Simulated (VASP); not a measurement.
# As in VASP: notebook

Runs on As. Level: PBE+D3(BJ). Tasks: single point.

Program: VASP 6.6.1. These are calculated values, not measurements. Logs are shortened: lines on timing, memory, paths and dates and some standing lists are left out, and cuts for length are marked.

### Step 1. The cell of the first run

The cell holds a slab with vacuum, 2 atoms: a = 3.429 Å, b = 3.429 Å, c = 28.574 Å, α = 90.00°, β = 90.00°, γ = 120.00°.

### Step 2. Single point, PBE+D3(BJ) (biaxial strain -0.040, then relaxed in part)

File INCAR:

```
  PREC = Accurate
  ENCUT = 400
  EDIFF = 1E-6
  ISMEAR = 0
  SIGMA = 0.02
  LREAL = F
  LASPH = T
  NELM = 120
  ALGO = Normal
  ISIF = 2
  LWAVE = F
  LCHARG = F
  LDIPOL = T
  IDIPOL = 3
  DIPOL = 0.5 0.5 0.500
  GGA = PE
  IVDW = 12
  NBANDS = 22
  GGA_COMPAT = F
  NELMDL = -8
```

File KPOINTS:

```
regular mesh
0
Gamma
  9 9 1
```

File POSCAR:

```
As
1.0
    3.4287592904      0.0000000000      0.0000000000
   -1.7143796452      2.9693926489      0.0000000000
    0.0000000000      0.0000000000     28.5742413760
As
2
Direct
    0.3333333333      0.6666666667      0.4748501143
    0.6666666667      0.3333333333      0.5251498857
```

Potentials or basis: VASP PAW PBE potentials, release 64 (As_d).

Started as:

```
cat potpaw_PBE.64/As_d/POTCAR > POTCAR
mpirun -np 1 vasp_std > vasp.out
```

OUTCAR:

```text
PREC = Accurate
   ENCUT = 400
   EDIFF = 1E-6
   ISMEAR = 0
   LREAL = F
   LASPH = T
   NELM = 120
   ISIF = 2
   GGA = PE
   IVDW = 12
   NELMDL = -8
 IVDW          = 12

 ion  position               nearest neighbor table
   1  0.333  0.667  0.475-   2 2.45   2 2.45   2 2.45
   2  0.667  0.333  0.525-   1 2.45   1 2.45   1 2.45

  LATTYP: Found a hexagonal cell.
 ALAT       =     3.4287592904
 C/A-ratio  =     8.3336971061

  Lattice vectors:

 A1 = (   3.4287592904,   0.0000000000,   0.0000000000)
 A2 = (  -1.7143796452,   2.9693926489,   0.0000000000)
 A3 = (   0.0000000000,   0.0000000000,  28.5742413760)

Analysis of symmetry for initial positions (statically):
=====================================================================
 Subroutine PRICEL returns:
 Original cell was already a primitive cell.

 Routine SETGRP: Setting up the symmetry group for a
 hexagonal supercell.

 Subroutine GETGRP returns: Found 12 space group operations
 (whereof 12 operations were pure point group operations)
 out of a pool of 24 trial point group operations.

The static configuration has the point symmetry D_3d.

Analysis of symmetry for dynamics (positions and initial velocities):
=====================================================================
 Subroutine PRICEL returns:
 Original cell was already a primitive cell.

 Routine SETGRP: Setting up the symmetry group for a
 hexagonal supercell.

 Subroutine GETGRP returns: Found 12 space group operations
 (whereof 12 operations were pure point group operations)
 out of a pool of 24 trial point group operations.

The dynamic configuration has the point symmetry D_3d.

 Subroutine INISYM returns: Found 12 space group operations
 (whereof 12 operations are pure point group operations),
 and found     1 'primitive' translations

----------------------------------------------------------------------------------------

                                     Primitive cell

  volume of cell :     290.9239

  direct lattice vectors                    reciprocal lattice vectors
     3.428759290  0.000000000  0.000000000     0.291650686  0.168384602  0.000000000
    -1.714379645  2.969392649  0.000000000     0.000000000  0.336769204  0.000000000
     0.000000000  0.000000000 28.574241376     0.000000000  0.000000000  0.034996555

  length of vectors
     3.428759290  3.428759290 28.574241376     0.336769204  0.336769204  0.034996555

  position of ions in fractional coordinates (direct lattice)
     0.333333333  0.666666667  0.474850114
     0.666666667  0.333333333  0.525149886

  ion indices of the primitive-cell ions
   primitive index   ion index
                 1           1
                 2           2

----------------------------------------------------------------------------------------

 KPOINTS: regular mesh

Automatic generation of k-mesh.
 Grid dimensions read from file:
 generate k-points for:    9    9    1

 Generating k-lattice:

  Cartesian coordinates                     Fractional coordinates (reciprocal lattice)
     0.032405632  0.018709400  0.000000000     0.111111111 -0.000000000  0.000000000
     0.000000000  0.037418800  0.000000000     0.000000000  0.111111111  0.000000000
     0.000000000  0.000000000  0.034996555     0.000000000  0.000000000  1.000000000

  Length of vectors
     0.037418800  0.037418800  0.034996555

  Shift w.r.t. Gamma in fractional coordinates (k-lattice)
     0.000000000  0.000000000  0.000000000

 Subroutine IBZKPT returns following result:
 ===========================================

 Found     12 irreducible k-points:

 Following reciprocal coordinates:
            Coordinates               Weight
  0.000000  0.000000  0.000000      1.000000
  0.111111 -0.000000  0.000000      6.000000
  0.222222  0.000000  0.000000      6.000000
  0.333333  0.000000  0.000000      6.000000
  0.444444  0.000000  0.000000      6.000000
  0.111111  0.111111  0.000000      6.000000
  0.222222  0.111111  0.000000     12.000000
  0.333333  0.111111  0.000000     12.000000
  0.444444  0.111111  0.000000      6.000000
  0.222222  0.222222  0.000000      6.000000
  0.333333  0.222222  0.000000     12.000000
  0.333333  0.333333  0.000000      2.000000
   k-points           NKPTS =     12   k-points in BZ     NKDIM =     12   number of bands    NBANDS=     22
   number of dos      NEDOS =    301   number of ions     NIONS =      2
   total plane-waves  NPLWV = 110592
   dimension x,y,z NGX =    24 NGY =   24 NGZ =  192
   dimension x,y,z NGXF=    48 NGYF=   48 NGZF=  384
   ions per type =               2
   NGX,Y,Z   is equivalent  to a cutoff of  11.64, 11.64, 11.17 a.u.
   NGXF,Y,Z  is equivalent  to a cutoff of  23.27, 23.27, 22.34 a.u.
 SYSTEM =  unknown system
   PREC   = accura    normal or accurate (medium, high low for compatibility)
   ISTART =      0    job   : 0-new  1-cont  2-samecut
   ICHARG =      2    charge: 1-file 2-atom 10-const
   ISPIN  =      1    spin polarized calculation?
   LNONCOLLINEAR =      F non collinear calculations
   LSORBIT =      F    spin-orbit coupling
   LASPH  =      T    aspherical Exc in radial PAW
   ENCUT  =  400.0 eV  29.40 Ry    5.42 a.u.   5.59  5.59 46.60*2*pi/ulx,y,z
   NELM   =    120;   NELMIN=  2; NELMDL= -8     # of ELM steps
   EDIFF  = 0.1E-05   stopping-criterion for ELM
   LREAL  =      F    real-space projection
   EDIFFG = 0.1E-04   stopping-criterion for IOM
   NSW    =      0    number of steps for IOM
   IBRION =     -1    ionic relax: 0-MD 1-quasi-New 2-CG
   NFREE  =      0    steps in history (QN), initial steepest desc. (CG)
   ISIF   =      2    stress and relaxation
   ISYM   =      2    0-nonsym 1-usesym 2-fastsym
   POTIM  = 0.5000    time-step for ionic-motion
   TEBEG  =    0.0;   TEEND  =   0.0 temperature during run
   PSTRESS=    0.0 pullay stress
   NELECT =      30.0000    total number of electrons
   NUPDOWN=      -1.0000    fix difference up-down
   EMIN   =  10.00;   EMAX   =-10.00  energy-range for DOS
   EFERMI =   0.00;   METHOD = LEGACY
   ISMEAR =     0;   SIGMA  =   0.02  broadening in eV -4-tet -1-fermi 0-gaus
   EFERMI_NEDOS =   21; number of points for ismear=-14 and -15
   IALGO  =     38    algorithm
   IMIX   =      4    mixing-type and parameters
     AMIX     =   0.40;   BMIX     =  1.00
     AMIX_MAG =   1.60;   BMIX_MAG =  1.00
  volume/ion in A,a.u.               =     145.46       981.63
  Fermi-wavevector in a.u.,A,eV,Ry     =   0.767695  1.450734  8.018673  0.589356
  Thomas-Fermi vector in A             =   1.868307
   LORBIT       =      0    0 simple, 1 ext, 2 COOP (PROOUT), +10 PAW based schemes
   GGA     = PE    functional components
   LHFCALC =     F    Hartree Fock is set to
   AEXX    =    0.0000 exact exchange contribution
   IVDW    =    12    specifies the selected vdW correction
   LEPSILON=     F    determine dielectric tensor
   LRPA    =     F    only Hartree local field effects (RPA)
 non-spin polarized calculation
 Gauss-broadening in eV      SIGMA  =   0.02
  energy-cutoff  :      400.00
  volume of cell :      290.92
 maximum number of plane-waves:      5385
 NGX is ok and might be reduce to    24
   NGX = 11   NGY = 11   NGZ = 93

 dipolmoment           0.000000      0.000000     -0.000000 electrons x Angstroem

 number of electron      30.0000016 magnetization

 dipolmoment           0.000000      0.000000      0.000000 electrons x Angstroem

 Free energy of the ion-electron system (eV)
  ---------------------------------------------------
  ext. energy  EPLUGINS =         0.00000000
  ---------------------------------------------------
  free energy    TOTEN  =        -9.23870760 eV

  energy without entropy =       -9.23870760  energy(sigma->0) =       -9.23870760

 E-fermi :  -3.3576     XC(G=0):  -2.0473

 val. band max:       -3.4924570220   @ k =   0.0000   0.0000   0.0000
 cond. band min:      -2.4469606534   @ k =   0.3333   0.0000   0.0000
 fundamental gap:      1.0454963686
 Fermi energy:        -3.3575679347

 k-point     1 :       0.0000    0.0000    0.0000
  band No.  band energies     occupation
      1     -39.1807      2.00000
      2     -39.1807      2.00000
      3     -39.1307      2.00000
      4     -39.1307      2.00000
      5     -39.0898      2.00000
      6     -39.0469      2.00000
[... 14 lines left out ...]
     21       1.2754      0.00000
     22       1.4794      0.00000

 k-point     2 :       0.1111   -0.0000    0.0000
  band No.  band energies     occupation
      1     -39.1798      2.00000
      2     -39.1762      2.00000
      3     -39.1301      2.00000
      4     -39.1274      2.00000
      5     -39.0881      2.00000
      6     -39.0490      2.00000
[... 14 lines left out ...]
     21       1.4882      0.00000
     22       1.7194      0.00000

 k-point     3 :       0.2222    0.0000    0.0000
  band No.  band energies     occupation
      1     -39.1777      2.00000
      2     -39.1641      2.00000
      3     -39.1284      2.00000
      4     -39.1183      2.00000
      5     -39.0833      2.00000
      6     -39.0551      2.00000
[... 14 lines left out ...]
     21       2.1306      0.00000
     22       2.3045      0.00000
[... 176 lines left out ...]
 k-point    11 :       0.3333    0.2222    0.0000
  band No.  band energies     occupation
      1     -39.1739      2.00000
      2     -39.1259      2.00000
      3     -39.1100      2.00000
      4     -39.0921      2.00000
      5     -39.0874      2.00000
      6     -39.0700      2.00000
[... 14 lines left out ...]
     21       4.6507      0.00000
     22       5.1322      0.00000

 k-point    12 :       0.3333    0.3333    0.0000
  band No.  band energies     occupation
      1     -39.1738      2.00000
      2     -39.1100      2.00000
      3     -39.1100      2.00000
      4     -39.1065      2.00000
      5     -39.0725      2.00000
      6     -39.0725      2.00000
[... 14 lines left out ...]
     21       5.5870      0.00000
     22       6.1316      0.00000

------------------------ aborting loop because EDIFF is reached ----------------------------------------

 vacuum level on the upper side and lower side of the slab       (xc-potential included)        -0.006        -0.006

 Edisp (eV)   -0.45908

 E8    (eV) :    -0.2077

  FORCE on cell =-STRESS in cart. coord.  units (eV):
  Direction    XX          YY          ZZ          XY          YZ          ZX
  --------------------------------------------------------------------------------------
  -------------------------------------------------------------------------------------
  Total       1.91782     1.91782    -0.02818     0.00000     0.00000    -0.00000
  in kB      10.56183    10.56183    -0.15517     0.00000     0.00000    -0.00000
  external pressure =        6.99 kB  Pullay stress =        0.00 kB

 VOLUME and BASIS-vectors are now :
 -----------------------------------------------------------------------------
  energy-cutoff  :      400.00
  volume of cell :      290.92
      direct lattice vectors                 reciprocal lattice vectors
     3.428759290  0.000000000  0.000000000     0.291650686  0.168384602  0.000000000
    -1.714379645  2.969392649  0.000000000     0.000000000  0.336769204  0.000000000
     0.000000000  0.000000000 28.574241376     0.000000000  0.000000000  0.034996555

 POSITION                                       TOTAL-FORCE (eV/Angst)
 -----------------------------------------------------------------------------------
     -0.00000      1.97960     13.56848        -0.000000      0.000000     -0.031142
      1.71438      0.98980     15.00576         0.000000      0.000000      0.031142
 -----------------------------------------------------------------------------------
    total drift:                                0.000000      0.000000      0.000000

  FREE ENERGIE OF THE ION-ELECTRON SYSTEM (eV)
  ---------------------------------------------------
  free  energy   TOTEN  =        -9.6977893394 eV

  energy  without entropy=       -9.6977893394  energy(sigma->0) =       -9.69778934

 vacuum level on the upper side and lower side of the slab         1.180         1.180
```

Wall time 81 s (1 thread of Intel Xeon Platinum 8375C at 2.90GHz (Ice Lake), shared host); peak memory 0.33 GiB.

Results:

| Item | Value |
| --- | --- |
| Free energy | -9.6978 eV |
| Largest force | 0.031 eV/Å |
| Band gap on the k mesh | 1.05 eV (least direct gap 2.37 eV) |
| Dispersion energy per atom | -0.230 eV |

Forces on the atoms (eV/Å):
```
As   0.000  0.000 -0.031
As   0.000  0.000  0.031
```

Levels at points of the mesh, in eV from the valence-band top:
```tsv
k point	band 12	band 13	band 14	band 15	band 16	band 17	band 18	band 19
(0.00, 0.00, 0.00)	-8.13	-1.64	0.00	0.00	2.37	3.49	3.49	4.20
```

Caveat: the cell differs from its parent crystal (biaxial strain -0.040, then relaxed in part).

### Step 3. Single point, PBE+D3(BJ) (biaxial strain +0.070, then relaxed in part)

File INCAR:

```
  ALGO = Normal
  DIPOL = 0.5 0.5 0.500
  EDIFF = 1E-6
  ENCUT = 400
  GGA = PE
  GGA_COMPAT = F
  IDIPOL = 3
  ISIF = 2
  ISMEAR = 0
  IVDW = 12
  LASPH = T
  LCHARG = F
  LDIPOL = T
  LREAL = F
  LWAVE = F
  NBANDS = 22
  NELM = 120
  NELMDL = -8
  PREC = Accurate
  SIGMA = 0.02
```

File KPOINTS:

```
k-points
0
Gamma
  9 9 1
```

File POSCAR:

```
As
1.0
    3.8216379590      0.0000000000      0.0000000000
   -1.9108189795      3.3096355566      0.0000000000
    0.0000000000      0.0000000000     28.5742413760
As
2
Direct
    0.3333333333      0.6666666667      0.4766532153
    0.6666666667      0.3333333333      0.5233467847
```

Potentials or basis: VASP PAW PBE potentials, release 64 (As_d).

Started as:

```
cat potpaw_PBE.64/As_d/POTCAR > POTCAR
mpirun -np 1 vasp_std > vasp.out
```

Wall time 81 s (1 thread of Intel Xeon 6975P-C (Granite Rapids), shared host); peak memory 0.39 GiB.

Results (log left out):

* Free energy: -9.5906 eV
* Largest force: 0.030 eV/Å
* Band gap on the k mesh: 0.96 eV (least direct gap 0.98 eV)
* Dispersion energy per atom: -0.184 eV

Forces in eV/Å, atoms in the order of the input:
```
As   0.000  0.000 -0.030
As   0.000  0.000  0.030
```

Levels at points of the mesh, in eV from the valence-band top:
```csv
k point,band 13,band 14,band 15,band 16,band 17,band 18
"(0.00, 0.00, 0.00)",-0.50,-0.50,-0.02,0.96,2.99,2.99
```

Caveat: the cell differs from its parent crystal (biaxial strain +0.070, then relaxed in part).

### Step 4. Single point, PBE+D3(BJ) (biaxial strain +0.020, then relaxed in part)

File INCAR:

```
PREC = Accurate ; ENCUT = 400
EDIFF = 1E-6 ; ISMEAR = 0
SIGMA = 0.02 ; LREAL = False
LASPH = True ; NELM = 120
ALGO = Normal ; ISIF = 2
LWAVE = False ; LCHARG = False
LDIPOL = True ; IDIPOL = 3
DIPOL = 0.5 0.5 0.500 ; GGA = PE
IVDW = 12 ; NBANDS = 22
GGA_COMPAT = False ; NELMDL = -8
```

File KPOINTS:

```
regular mesh
0
Gamma
  9 9 1
```

File POSCAR:

```
As
1.0
    3.6430567460      0.0000000000      0.0000000000
   -1.8215283730      3.1549796895      0.0000000000
    0.0000000000      0.0000000000     28.5742413760
As
2
Direct
    0.3333333333      0.6666666667      0.4758850027
    0.6666666667      0.3333333333      0.5241149973
```

Started as:

```
cat potpaw_PBE.64/As_d/POTCAR > POTCAR
mpirun -np 1 vasp_std > vasp.out
```

Run time: 45 s. Hardware: 1 thread of Intel Xeon 6975P-C (Granite Rapids), shared host; peak memory 0.33 GiB.

It converged, with:

| Item | Value |
| --- | --- |
| Free energy | -9.7596 eV |
| Largest force | 0.026 eV/Å |
| Band gap on the k mesh | 1.74 eV (least direct gap 1.86 eV) |
| Dispersion energy per atom | -0.203 eV |

Forces on the atoms (eV/Å):
```
As   0.000  0.000 -0.026
As   0.000  0.000  0.026
```

Levels at points of the mesh, in eV from the valence-band top:
```
           k point  band 13  band 14  band 15  band 16  band 17  band 18
(0.00, 0.00, 0.00)    -0.30     0.00     0.00     1.86     3.52     3.52
```

Caveat: the cell differs from its parent crystal (biaxial strain +0.020, then relaxed in part).

### Step 5. Single point, PBE+D3(BJ) (strain along y +0.020, then relaxed in part)

File INCAR:

```
SYSTEM = As
ALGO = Normal
DIPOL = 0.5 0.5 0.500
EDIFF = 1E-6
ENCUT = 400
GGA = PE
GGA_COMPAT = .False.
IDIPOL = 3
ISIF = 2
ISMEAR = 0
IVDW = 12
LASPH = .True.
LCHARG = .False.
LDIPOL = .True.
LREAL = .False.
LWAVE = .False.
NBANDS = 22
NELM = 120
NELMDL = -8
PREC = Accurate
SIGMA = 0.02
```

File KPOINTS:

```
k-points
0
Gamma
  9 9 1
  0 0 0
```

File POSCAR:

```
As
1.0
    3.5716238352      0.0000000000      0.0000000000
   -1.7858119176      3.1549793135      0.0000000000
    0.0000000000      0.0000000000     28.5742411176
As
2
Direct
    0.3338845193      0.6677690386      0.4757207446
    0.6661154807      0.3322309614      0.5242792554
```

Started as:

```
cat potpaw_PBE.64/As_d/POTCAR > POTCAR
mpirun -np 1 vasp_std > vasp.out
```

It took 93 s on 1 thread of Intel Xeon Platinum 8488C (Sapphire Rapids), shared host; peak memory 0.36 GiB.

It converged, with:

* Free energy: -9.7692 eV
* Largest force: 0.027 eV/Å
* Band gap on the k mesh: 1.52 eV (least direct gap 1.86 eV)
* Dispersion energy per atom: -0.208 eV

Forces in eV/Å, atoms in the order of the input:
```
As   0.000  0.006 -0.026
As   0.000 -0.006  0.026
```

Levels at points of the mesh, in eV from the valence-band top:
```tsv
k point	band 12	band 13	band 14	band 15	band 16	band 17	band 18	band 19
(0.00, 0.00, 0.00)	-7.20	-0.58	-0.16	0.00	1.86	3.38	3.51	4.81
```

Caveat: the cell differs from its parent crystal (strain along y +0.020, then relaxed in part).

(Part 1 of 2 ends here.)
